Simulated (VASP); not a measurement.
Write the native input for VASP 6.6.1 that does the following.

| Item | Value |
| --- | --- |
| Task | relaxation of cell and atoms |
| Functional | PBE |
| Potentials or basis | VASP PAW PBE potentials, release 64 (Y_sv, Al, N) |
| Cutoff | 600 eV |
| k mesh | 4 × 4 × 4 |
| Occupations | gaussian, width 0.1 eV |
| Spin | no spin polarisation |
| Dipole correction | no |
| Further INCAR settings | ALGO = Normal; EDIFF = 1e-07; IBRION = 2; EDIFFG = -0.04; NSW = 90; ISIF = 3 |

The structure of Y3AlN4 lies in POSCAR:

```
Y3AlN4
1.0
    5.0398178000      0.0000000000      0.0000000000
    0.0000000000      5.0398178000      0.0000000000
    0.0000000000      0.0000000000      5.0398178000
Y Al N
3 1 4
Direct
    0.5000000000      0.0000000000      0.5000000000
    0.5000000000      0.5000000000      0.0000000000
    0.0000000000      0.5000000000      0.5000000000
    0.0000000000      0.0000000000      0.0000000000
    0.0000000000      0.5000000000      0.0000000000
    0.5000000000      0.5000000000      0.5000000000
    0.0000000000      0.0000000000      0.5000000000
    0.5000000000      0.0000000000      0.0000000000
```

These files were run (other wordings do the same):

INCAR

```
PREC = Accurate
ENCUT = 600
EDIFF = 1E-7
ISMEAR = 0
SIGMA = 0.1
LREAL = F
LASPH = T
NELM = 80
ALGO = Normal
ISIF = 3
LWAVE = F
LCHARG = F
GGA = PE
IBRION = 2
NSW = 90
EDIFFG = -0.04
```

KPOINTS

```
Automatic mesh
0
Gamma
  4 4 4
```

Potentials or basis: VASP PAW PBE potentials, release 64 (Y_sv, Al, N).

Run with:

```console
$ cat potpaw_PBE.64/Y_sv/POTCAR potpaw_PBE.64/Al/POTCAR potpaw_PBE.64/N/POTCAR > POTCAR
$ mpirun -np 1 vasp_std > vasp.out
```

It gave:

| Property | Result |
| --- | --- |
| Relaxed volume | 13.67 Å³/atom |
| Relaxed cell | a = 4.783 Å, b = 4.783 Å, c = 4.783 Å, α = 90.00°, β = 90.00°, γ = 90.00° |
| Space group after relaxing (to 0.1 Å) | Pm-3m (No. 221) |
| Energy gained by relaxing | 155.7 meV/atom |
| Ionic steps | 3 |
| Pressure after relaxing | -0.4 GPa |
| Band gap on the k mesh | zero (filled and empty bands touch) |

Caveat: semilocal functionals underestimate gaps, and a narrow one can read as zero.

Run time: 3.3 min on 1 thread of Intel(R) Xeon(R) Platinum 8488C (Sapphire Rapids) (shared host), peak memory 0.28 GiB.
